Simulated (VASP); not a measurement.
Here is a VASP 6.6.1 calculation.

File INCAR:

```
ALGO = Normal ; EDIFF = 1E-6
ENCUT = 520 ; GGA = PE
ISIF = 2 ; ISMEAR = -1
ISYM = 0 ; LASPH = True
LCHARG = False ; LREAL = Auto
LWAVE = False ; NBANDS = 116
NELM = 80 ; PREC = Accurate
SIGMA = 0.1456
```

File KPOINTS:

```
Automatic mesh
0
Gamma
  1 1 1
  0.25 0.25 0.25
```

File POSCAR:

```
Ga2Si3Au
1.0
    7.3073390000     -0.0440410000     -0.0833530000
   -0.0440410000      7.3836060000     -0.0558830000
   -0.0833530000     -0.0558830000      7.7526330000
Si Ga Au
12 8 4
Direct
    0.2444469911      0.6114734167      0.7974893638
    0.5678135468      0.3456811574      0.4838929771
    0.9447885597      0.0378166698      0.0999580749
    0.2602093562      0.4838366617      0.4491419205
    0.0849370815      0.9432699494      0.4568821348
    0.7880905954     -0.0207038691      0.7291034828
    0.1043554592      0.2713517346      0.6064702521
    0.7899240328      0.7694900431      0.1777330295
    0.8208092310      0.3029538336      0.7185814008
    0.1194379317      0.2308091276      0.9159045471
    0.4915443726      0.6184891122      0.1786556548
    0.8859001676      0.6321167050      0.8809256177
    0.5632719866      0.6652543312      0.8310185479
    0.3539112278      0.2734545560      0.1283949625
    0.2315730814      0.8999659204      0.1770495400
    0.1102453722      0.9115728647      0.8284372173
    0.9137532781      0.6543271656      0.5171228719
    0.5502566810      0.7315432662      0.5161926764
    0.5107395540      0.0392546371      0.5189645042
    0.8554116595      0.2217407837      0.3622460483
    0.7187170090      0.3552388327      0.0754712664
    0.5558631219      0.9814156230      0.0859566431
    0.1503443930      0.5545726983      0.1335466083
    0.4595134124      0.2438091153      0.7950005638
```

Potentials or basis: VASP PAW PBE potentials, release 64 (Si, Ga_d, Au).

The run is started by

```bash
$ cat potpaw_PBE.64/Si/POTCAR potpaw_PBE.64/Ga_d/POTCAR potpaw_PBE.64/Au/POTCAR > POTCAR
$ mpirun -np 1 vasp_std > vasp.out
```

Task: What does it give for the pressure?

Result: 5.6 GPa.

Task: Estimate the largest force.

Result: 2.223 eV/Å.

Task: Predict the band gap on the k mesh.

Result: 0.19 eV.

Stress tensor (GPa, compression positive):
```
6.89 2.71 2.64
2.71 7.20 0.00
2.64 0.00 2.68
```

Caveat: the k points lie up to 0.86 Å⁻¹ apart; spin-orbit coupling is left out, which moves the levels of the heavy elements.
